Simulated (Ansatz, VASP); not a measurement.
# Two plane-wave programs on SiO2

Contents of POSCAR:

```
SiO2
1.0
    5.0605222284      0.0000000000      0.0000000000
   -2.5302611142      4.3825408062      0.0000000000
    0.0000000000      0.0000000000      5.5413533100
Si O
3 6
Direct
    0.0000000000      0.5000000000      0.3333333333
    0.5000000000      0.5000000000      0.6666666667
    0.5000000000      0.0000000000      0.0000000000
    0.5827892600      0.7913946300      0.8333333333
    0.7913946300      0.5827892600      0.5000000000
    0.7913946300      0.2086053700      0.1666666667
    0.4172107400      0.2086053700      0.8333333333
    0.2086053700      0.4172107400      0.5000000000
    0.2086053700      0.7913946300      0.1666666667
```

The input INCAR.step1:

```
ALGO     = Normal         # electronic algorithm
EDIFF    = 1E-5           # SCF threshold, eV
EDIFFG   = -0.01          # ionic threshold
ENCUT    = 580            # plane-wave cutoff, eV
GGA      = PE             # functional
GGA_COMPAT= F            
IBRION   = 2              # ionic algorithm
ISMEAR   = -1             # smearing method
KPAR     = 4            
LASPH    = T              # aspherical terms in the spheres
LCHARG   = F              # write CHGCAR
LREAL    = F              # projectors in reciprocal space
LWAVE    = T              # write WAVECAR
NELM     = 120            # most SCF steps
NELMIN   = 4            
NSW      = 100            # ionic steps
PREC     = Accurate       # precision mode
SIGMA    = 0.01           # smearing width, eV
```

File INCAR.step2:

```
ALGO     = Normal         # electronic algorithm
EDIFF    = 1E-7           # SCF threshold, eV
EDIFFG   = -0.02          # ionic threshold
ENCUT    = 580            # plane-wave cutoff, eV
GGA_COMPAT= F            
IBRION   = 2              # ionic algorithm
ISIF     = 2              # what is computed and relaxed
ISMEAR   = -1             # smearing method
ISTART   = 1            
KPAR     = 4            
LASPH    = T              # aspherical terms in the spheres
LCHARG   = F              # write CHGCAR
LMIXTAU  = T            
LREAL    = F              # projectors in reciprocal space
LWAVE    = F              # write WAVECAR
METAGGA  = R2SCAN         # meta-GGA
NELM     = 120            # most SCF steps
NELMIN   = 4            
NSW      = 80             # ionic steps
PREC     = Accurate       # precision mode
SIGMA    = 0.01           # smearing width, eV
```

The input KPOINTS:

```
k-points
0
Gamma
  6 6 5
```

Input for Ansatz:

```yaml
crystal:
  lattice:
    - [5.0605222284, 0.0, 0.0]
    - [-2.5302611142, 4.3825408062, 0.0]
    - [0.0, 0.0, 5.54135331]
  atoms:
    - { symbol: Si, position: [0.0, 0.5, 0.3333333333] }
    - { symbol: Si, position: [0.5, 0.5, 0.6666666667] }
    - { symbol: Si, position: [0.5, 0.0, 0.0] }
    - { symbol: O, position: [0.58278926, 0.79139463, 0.8333333333] }
    - { symbol: O, position: [0.79139463, 0.58278926, 0.5] }
    - { symbol: O, position: [0.79139463, 0.20860537, 0.1666666667] }
    - { symbol: O, position: [0.41721074, 0.20860537, 0.8333333333] }
    - { symbol: O, position: [0.20860537, 0.41721074, 0.5] }
    - { symbol: O, position: [0.20860537, 0.79139463, 0.1666666667] }
kpoints:
  mp_grid: { grid: [6, 6, 5] }
scf:
  occupations: { method: fermi_dirac, width: 0.01 }
hamiltonian:
  xc: r2scan
  pseudopotentials: { kind: paw }
output:
  forces: true
  stress: true
  populations: true
  efg: { quadrupole_moments_barn: { O: -0.02558 }, contact_densities: true }
  write_density: true
  write_potential: true
  elf: true
  volumetric_format: npy
relax:
  f_tol: 0.02
  max_steps: 60
```

Alike in both runs: task relaxation of the atoms; functional r2SCAN; k mesh 6 × 6 × 5; occupations fermi-dirac, width 0.01 eV; no spin polarisation.

|  | VASP | Ansatz |
| --- | --- | --- |
| version | VASP 6.6.1 | Ansatz 0.2.0 |
| potentials or method | VASP PAW PBE potentials, release 64 (Si, O) | plane-wave PAW, scalar-relativistic |
| plane-wave cutoff (eV) | 580 | 500 |
| valence electrons in the cell | 48 | 48 |

|  | VASP | Ansatz | Ansatz less VASP |
| --- | --- | --- | --- |
| gap on the k mesh at the Fermi level, each at its own relaxed structure (eV) | 6.29 | 6.29 | -0.003 |

VASP's potentials were made for PBE, not for r2SCAN. Ansatz's warnings: stress scf threshold loose.

Noted on VASP's run: the relaxation stopped at its first step, so nothing moved.
